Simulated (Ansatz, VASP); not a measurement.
**One calculation of Co2Ru, two programs**

```
Co Ru
1.0
     0.00000    3.30855    3.30855
     3.30855    0.00000    3.30855
     3.30855    3.30855    0.00000
Co Ru
4 2
Direct
  0.62500 0.62500 0.62500
  0.12500 0.62500 0.62500
  0.62500 0.62500 0.12500
  0.62500 0.12500 0.62500
  0.00000 0.00000 0.00000
  0.25000 0.25000 0.25000
```

Alike in both runs: functional PBE; k mesh 6 × 6 × 6; occupations gaussian, width 0.1 eV; collinear spin.

Ansatz relaxed the structure, and its values are those at the end. VASP's run is a single point on that final structure, the one shown.

|  | VASP | Ansatz |
| --- | --- | --- |
| version | VASP 6.6.1 | Ansatz 0.2.0 |
| potentials or method | VASP PAW PBE potentials, release 64 (Co_sv, Ru_sv), cutoff 690 eV | scalar-relativistic, plane waves, PAW |
| valence electrons in the cell | 100 | 100 |

|  | VASP | Ansatz | Ansatz less VASP |
| --- | --- | --- | --- |
| gap on the k mesh at the Fermi level (eV) | none | none | - |
| pressure (GPa) | -0.7 | 0.3 | +0.96 |
| net moment per atom (μB) | 1.41 | 1.42 | +0.005 |
| size of the moment on the site where the two differ most (μB) | 1.81 | 1.82 | +0.014 |

Site moments also hang on the region over which each program counts them. A gap of «none» marks a metal or a gap that the smearing closes.
